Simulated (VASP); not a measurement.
# Be3ZnTe4 in VASP: further runs, part 3 of 3

VASP 6.6.1. Earlier steps stand in the parts before.

## (5) Single point, PBE

This run uses another cell than the first one, of 24.31 Å³/atom.

INCAR reads:

```
ALGO     = Normal         # electronic algorithm
EDIFF    = 1E-7           # SCF threshold, eV
ENCUT    = 520            # plane-wave cutoff, eV
GGA      = PE             # functional
ISIF     = 2              # what is computed and relaxed
ISMEAR   = 0              # smearing method
LASPH    = T              # aspherical terms in the spheres
LCHARG   = F              # write CHGCAR
LREAL    = F              # projectors in reciprocal space
LWAVE    = F              # write WAVECAR
NBANDS   = 31             # bands
NELM     = 100            # most SCF steps
PREC     = Accurate       # precision mode
SIGMA    = 0.1            # smearing width, eV
```

KPOINTS reads:

```
k-points
0
Gamma
  4 4 2
```

POSCAR reads:

```
Be3ZnTe4
1.0
    4.0849839000      0.0000000000      0.0000000000
    0.0000000000      4.0849839000      0.0000000000
    0.0000000000      0.0000000000     11.6567357000
Be Zn Te
3 1 4
Direct
    0.0000000000      0.0000000000      0.0000000000
    0.5000000000      0.5000000000      0.2395780000
    0.5000000000      0.5000000000      0.7604220000
    0.0000000000      0.0000000000      0.5000000000
    0.5000000000      0.0000000000      0.1196240000
    0.0000000000      0.5000000000      0.3577200000
    0.5000000000      0.0000000000      0.6422800000
    0.0000000000      0.5000000000      0.8803760000
```

Potentials or basis: VASP PAW PBE potentials, release 64 (Be, Zn, Te).

Command:

```console
$ cat potpaw_PBE.64/Be/POTCAR potpaw_PBE.64/Zn/POTCAR potpaw_PBE.64/Te/POTCAR > POTCAR
$ mpirun -np 1 vasp_std > vasp.out
```

OUTCAR:

```text
EDIFF = 1E-7
   ENCUT = 520
   GGA = PE
   ISIF = 2
   ISMEAR = 0
   LASPH = T
   LREAL = F
   NELM = 100
   PREC = Accurate

 ion  position               nearest neighbor table
   1  0.000  0.000  0.000-   5 2.47   8 2.47   8 2.47   5 2.47
   2  0.500  0.500  0.240-   6 2.46   6 2.46   5 2.48   5 2.48
   3  0.500  0.500  0.760-   7 2.46   7 2.46   8 2.48   8 2.48
   4  0.000  0.000  0.500-   6 2.63   7 2.63   6 2.63   7 2.63
   5  0.500  0.000  0.120-   1 2.47   1 2.47   2 2.48   2 2.48
   6  0.000  0.500  0.358-   2 2.46   2 2.46   4 2.63   4 2.63
   7  0.500  0.000  0.642-   3 2.46   3 2.46   4 2.63   4 2.63
[... 606 lines left out ...]
  Total        0.5421118      0.5421118     -0.1404112      0.0000000     -0.0000000      0.0000000
  in kB        4.4652090      4.4652090     -1.1565238      0.0000000     -0.0000000      0.0000000
  external PRESSURE =       2.5912981 kB  Pullay stress =       0.0000000 kB

 VOLUME and BASIS-vectors are now :
 -----------------------------------------------------------------------------
  energy-cutoff  :      520.00
  volume of cell :      194.52
      direct lattice vectors                 reciprocal lattice vectors
     4.084983900  0.000000000  0.000000000     0.244799006  0.000000000  0.000000000
     0.000000000  4.084983900  0.000000000     0.000000000  0.244799006  0.000000000
     0.000000000  0.000000000 11.656735700     0.000000000  0.000000000  0.085787310

 POSITION                                       TOTAL-FORCE (eV/Angst)
 -----------------------------------------------------------------------------------
      0.00000      0.00000      0.00000         0.000000      0.000000      0.000000
      2.04249      2.04249      2.79270         0.000000      0.000000      0.002598
      2.04249      2.04249      8.86404         0.000000     -0.000000     -0.002598
      0.00000      0.00000      5.82837        -0.000000      0.000000      0.000000
      2.04249      0.00000      1.39443         0.000000      0.000000      0.000935
      0.00000      2.04249      4.16985         0.000000      0.000000     -0.027187
      2.04249      0.00000      7.48689         0.000000      0.000000      0.027187
      0.00000      2.04249     10.26231        -0.000000     -0.000000     -0.000935
 -----------------------------------------------------------------------------------
    total drift:                                0.000000     -0.000000      0.000000

  FREE ENERGIE OF THE ION-ELECTRON SYSTEM (eV)
  ---------------------------------------------------
  free  energy   TOTEN  =       -27.8204287261 eV

  energy  without entropy=      -27.8204287261  energy(sigma->0) =      -27.82042873
```

stdout:

```text
POSCAR found type information on POSCAR BeZnTe
 POSCAR found :  3 types and       8 ions
 scaLAPACK will be used
 LDA part: xc-table for (Slater+PW92), standard interpolation
 POSCAR, INCAR and KPOINTS ok, starting setup
 FFT: planning ... GRIDC
 FFT: planning ... GRID_SOFT
 FFT: planning ... GRID
 WAVECAR not read
 entering main loop
```

Run time: 94 s. Hardware: 1 thread of Intel Xeon Platinum 8259CL at 2.50GHz (Skylake/Cascade Lake), shared host; peak memory 0.3 GiB.

What came out:

| Item | Value |
| --- | --- |
| Free energy | -27.8204 eV |
| Pressure | 0.3 GPa |
| Largest force | 0.027 eV/Å |
| Band gap on the k mesh | 1.95 eV (least direct gap 1.96 eV) |

Forces in eV/Å, atoms in the order of the input:
```
Be   0.000  0.000  0.000
Be   0.000  0.000  0.003
Be   0.000  0.000 -0.003
Zn   0.000  0.000  0.000
Te   0.000  0.000  0.001
Te   0.000  0.000 -0.027
Te   0.000  0.000  0.027
Te   0.000  0.000 -0.001
```

Stress tensor (GPa, compression positive):
```
 0.45  0.00  0.00
 0.00  0.45  0.00
 0.00  0.00 -0.12
```

Caveat: spin-orbit coupling is left out, which moves the levels of the heavy elements.

## (6) Single point, PBE (21.40 Å³/atom)

This run uses another cell than the first one, of 21.40 Å³/atom.

INCAR reads:

```
PREC = Accurate ; ENCUT = 520
EDIFF = 1E-6 ; ISMEAR = 0
SIGMA = 0.02 ; LREAL = False
LASPH = True ; NELM = 80
ALGO = Normal ; ISIF = 2
LWAVE = False ; LCHARG = True
GGA = PE ; LELF = True
LVHAR = True ; NBANDS = 31
```

KPOINTS reads:

```
Automatic mesh
0
Gamma
  8 8 4
```

POSCAR reads:

```
Be3ZnTe4
1.0
    3.9109967490      0.0000000000      0.0000000000
    0.0000000000      3.9109967490      0.0000000000
    0.0000000000      0.0000000000     11.1909101851
Be Zn Te
3 1 4
Direct
    0.0000000000      0.0000000000      0.0000000000
    0.5000000000      0.5000000000      0.2389978223
    0.5000000000      0.5000000000      0.7610021777
    0.0000000000      0.0000000000      0.5000000000
    0.5000000000      0.0000000000      0.1193243479
    0.0000000000      0.5000000000      0.3566469590
    0.5000000000      0.0000000000      0.6433530410
    0.0000000000      0.5000000000      0.8806756521
```

Potentials or basis: VASP PAW PBE potentials, release 64 (Be, Zn, Te).

Command:

```console
$ cat potpaw_PBE.64/Be/POTCAR potpaw_PBE.64/Zn/POTCAR potpaw_PBE.64/Te/POTCAR > POTCAR
$ mpirun -np 1 vasp_std > vasp.out
```

Wall time 6.3 min (1 thread of Intel Xeon Platinum 8259CL at 2.50GHz (Skylake/Cascade Lake), shared host); peak memory 0.39 GiB.

It converged, with:

- Free energy: -27.3246 eV
- Pressure: 9.0 GPa
- Band gap on the k mesh: 1.62 eV (least direct gap 1.62 eV)

Levels at points of the mesh, in eV from the valence-band top:
```csv
k point,band 17,band 18,band 19,band 20,band 21,band 22,band 23,band 24,band 25,band 26
"(0.00, 0.00, 0.00)",-1.66,-1.66,-0.20,0.00,0.00,1.62,2.13,2.36,2.58,3.54
"(0.50, 0.00, 0.00)",-1.66,-1.59,-1.39,-1.36,-0.64,2.52,2.98,3.46,3.60,4.20
"(0.50, 0.50, 0.00)",-3.69,-3.16,-2.99,-2.99,-2.92,1.70,1.70,1.78,2.62,5.06
"(0.00, 0.00, 0.50)",-1.36,-1.02,-1.02,-0.49,-0.49,1.62,1.99,2.72,2.82,3.06
"(0.50, 0.00, 0.50)",-2.25,-1.66,-1.65,-1.60,-0.65,3.18,3.42,3.49,3.57,4.18
"(0.50, 0.50, 0.50)",-3.51,-3.45,-3.39,-3.23,-3.23,2.52,2.72,2.72,2.87,2.87
```

Caveat: the cell stands under pressure; spin-orbit coupling is left out, which moves the levels of the heavy elements.

## (7) Single point, PBE (22.13 Å³/atom)

INCAR reads:

```
SYSTEM = Be3ZnTe4
  ALGO = Normal
  EDIFF = 1E-6
  ENCUT = 520
  GGA = PE
  ISIF = 2
  ISMEAR = 0
  LASPH = .True.
  LCHARG = .False.
  LREAL = .False.
  LWAVE = .False.
  NBANDS = 31
  NELM = 80
  PREC = Accurate
  SIGMA = 0.02
```

KPOINTS reads:

```
k-points
0
Gamma
  8 8 4
  0 0 0
```

POSCAR reads:

```
Be3ZnTe4
1.0
    3.9560341565      0.0000000000      0.0000000000
    0.0000000000      3.9560341565      0.0000000000
    0.0000000000      0.0000000000     11.3104263213
Be Zn Te
3 1 4
Direct
    0.0000000000      0.0000000000      0.0000000000
    0.5000000000      0.5000000000      0.2391774918
    0.5000000000      0.5000000000      0.7608225082
    0.0000000000      0.0000000000      0.5000000000
    0.5000000000      0.0000000000      0.1194175589
    0.0000000000      0.5000000000      0.3569655174
    0.5000000000      0.0000000000      0.6430344826
    0.0000000000      0.5000000000      0.8805824411
```

Command:

```console
$ cat potpaw_PBE.64/Be/POTCAR potpaw_PBE.64/Zn/POTCAR potpaw_PBE.64/Te/POTCAR > POTCAR
$ mpirun -np 1 vasp_std > vasp.out
```

Run time: 6.2 min. Hardware: 1 thread of Intel Xeon Platinum 8259CL at 2.50GHz (Skylake/Cascade Lake), shared host; peak memory 0.4 GiB.

It converged, with:

| Item | Value |
| --- | --- |
| Free energy | -27.6018 eV |
| Pressure | 6.3 GPa |
| Band gap on the k mesh | 1.71 eV (least direct gap 1.72 eV) |

Levels at points of the mesh, in eV from the valence-band top:
```csv
k point,band 17,band 18,band 19,band 20,band 21,band 22,band 23,band 24,band 25,band 26
"(0.00, 0.00, 0.00)",-1.58,-1.58,-0.19,0.00,0.00,1.72,2.20,2.42,2.64,3.34
"(0.50, 0.00, 0.00)",-1.57,-1.52,-1.32,-1.28,-0.61,2.46,2.91,3.46,3.61,4.25
"(0.50, 0.50, 0.00)",-3.51,-3.01,-2.85,-2.85,-2.78,1.80,1.80,1.85,2.68,5.06
"(0.00, 0.00, 0.50)",-1.33,-0.96,-0.96,-0.46,-0.46,1.71,2.06,2.78,2.88,3.10
"(0.50, 0.00, 0.50)",-2.14,-1.58,-1.57,-1.53,-0.61,3.12,3.39,3.45,3.52,4.20
"(0.50, 0.50, 0.50)",-3.33,-3.28,-3.23,-3.08,-3.08,2.56,2.79,2.79,2.93,2.93
```

Caveat: the cell stands under pressure; spin-orbit coupling is left out, which moves the levels of the heavy elements. A k mesh can miss the band edges.

## (8) Overview

```csv
task,cell,k mesh,cutoff (eV),smearing,gap on the mesh (eV),pressure (GPa),largest force (eV/Å)
relaxation of shape and atoms at fixed volume,"relaxed from a = 3.957, b = 3.957, c = 11.305 Å, 8 atoms, atomic positions A",8 × 8 × 4,600,gaussian 0.02 eV,1.71,6.3,0.01
single point,"a = 4.085, b = 4.085, c = 11.657 Å, 8 atoms, atomic positions B",4 × 4 × 1,520,gaussian 0.1 eV,1.96,0.3,0.03
single point,"a = 4.106, b = 4.106, c = 11.568 Å, 8 atoms, atomic positions C",4 × 4 × 1,520,gaussian 0.1 eV,1.93,0.1,-
single point,"a = 4.085, b = 4.085, c = 11.657 Å, 8 atoms, atomic positions B",4 × 4 × 2,520,gaussian 0.1 eV,1.95,0.3,0.03
single point,"a = 3.911, b = 3.911, c = 11.191 Å, 8 atoms, atomic positions D",8 × 8 × 4,520,gaussian 0.02 eV,1.62,9.0,-
single point,"a = 3.956, b = 3.956, c = 11.310 Å, 8 atoms, atomic positions E",8 × 8 × 4,520,gaussian 0.02 eV,1.71,6.3,-
```

Alike in all rows: level PBE; potentials or basis VASP PAW PBE potentials, release 64 (Be, Zn, Te); no spin polarisation.

Caveats: some runs use coarse meshes; spin-orbit coupling is left out, which moves the levels of the heavy elements; the cell stands under pressure (at least some runs).

Absolute energies hang on the potentials; compare differences alone.
